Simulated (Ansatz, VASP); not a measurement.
## Two plane-wave programs on TaN

```
CELL_PARAMETERS angstrom
5.19600 0.00000 0.00000
-2.59800 4.49987 0.00000
0.00000 0.00000 2.91100
ATOMIC_POSITIONS crystal
Ta 0.00000 0.00000 0.00000
Ta 0.66667 0.33333 0.50000
Ta 0.33333 0.66667 0.50000
N 0.00000 0.39285 0.00000
N 0.60715 0.60715 0.00000
N 0.39285 0.00000 0.00000
```

Alike in both runs: task relaxation of cell and atoms; functional LDA; k mesh 6 × 6 × 9; occupations fermi-dirac, width 0.05 eV; no spin polarisation.

|  | VASP | Ansatz |
| --- | --- | --- |
| version | VASP 6.6.1 | Ansatz 0.2.0 |
| potentials or method | VASP PAW LDA potentials, release 64 (Ta_pv, N) | Ansatz PAW |
| plane-wave cutoff (eV) | 600 | 420 |
| valence electrons in the cell | 48 | 54 |

|  | VASP | Ansatz | Ansatz less VASP |
| --- | --- | --- | --- |
| gap on the k mesh at the Fermi level, each at its own relaxed structure (eV) | none | none | - |
| relaxed volume (Å³/atom) | 11.06 | 11.00 | -0.059 |
| relaxed cell length with the largest relative difference (Å) | 5.161 | 5.151 | -0.0102 |

LDA's correlation is that of Perdew and Zunger in VASP and of Perdew and Wang (1992) in Ansatz. A gap of «none» marks a metal or a gap that the smearing closes. VASP's potentials hold 48 valence electrons a cell and Ansatz's 54, so a difference there can come from the potentials and not from the codes.

Neither program's run includes spin-orbit coupling. Noted on Ansatz's run: the plane-wave basis is chosen anew once the cell has moved, so the energies of steps on either side of that aren't comparable.
